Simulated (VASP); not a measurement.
A run of VASP 6.6.1:

The input INCAR:

```
SYSTEM = HgTe
ALGO = Normal
EDIFF = 1E-7
ENCUT = 520
GGA = PE
ISIF = 2
ISMEAR = 0
LASPH = .True.
LCHARG = .True.
LELF = .True.
LREAL = .False.
LVHAR = .True.
LWAVE = .False.
NBANDS = 16
NELM = 60
PREC = Accurate
SIGMA = 0.15
```

Contents of KPOINTS:

```
k-points
0
Gamma
  14 14 14
  0 0 0
```

POSCAR

```
HgTe
1.0
    0.0000000000      3.0771170000      3.0771170000
    3.0771170000      0.0000000000      3.0771170000
    3.0771170000      3.0771170000      0.0000000000
Hg Te
1 1
Direct
    0.0203112199      0.0203112199     -0.0203112199
    0.5000000000      0.5000000000      0.5000000000
```

Potentials or basis: VASP PAW PBE potentials, release 64 (Hg, Te).

Run with:

```bash
$ cat potpaw_PBE.64/Hg/POTCAR potpaw_PBE.64/Te/POTCAR > POTCAR
$ mpirun -np 1 vasp_std > vasp.out
```

Hardware: 1 thread of Intel Xeon 8259CL (shared host).

Q: Estimate the wall time of this run.

A: It took 3.9 min on 1 thread of Intel Xeon 8259CL (shared host), peak memory 0.36 GiB. Counts: scf iterations 14, k points 244.
